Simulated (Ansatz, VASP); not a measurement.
Two plane-wave programs on Ca2Ge3N

```xyz
6
Lattice="5.4091 0.0000 0.0000 -2.7046 4.6844 0.0000 0.0000 0.0000 8.5514" Properties=species:S:1:pos:R:3 pbc="T T T"
Ca    0.0000    3.1230    4.2757
Ca    2.7046    1.5615    4.2757
Ge    0.0000    0.0000    1.7439
Ge    0.0000    0.0000    6.8075
Ge    0.0000    0.0000    4.2757
N     0.0000    0.0000    0.0000
```

Alike in both runs: functional PBE; k mesh 6 × 6 × 2; occupations gaussian, width 0.1 eV; no spin polarisation.

Ansatz relaxed the structure, and its values are those at the end. VASP's run is a single point on that final structure, the one shown.

```csv
,VASP,Ansatz
version,VASP 6.6.1,Ansatz 0.2.0
potentials or method,"VASP PAW PBE potentials, release 64 (Ca_sv, Ge_d, N), cutoff 520 eV","scalar-relativistic, plane waves, PAW"
valence electrons in the cell,67,67
```

```csv
,VASP,Ansatz,Ansatz less VASP
gap on the k mesh at the Fermi level (eV),none,none,-
pressure (GPa),0.1,0.2,+0.08
rms of the force components (eV/Å),0.040,0.004,-0.0361
```

A gap of «none» marks a metal or a gap that the smearing closes. The functional is the same, so the differences come from potentials, cutoffs and numerics.

The k mesh is coarse, so the values compare programs but aren't converged.
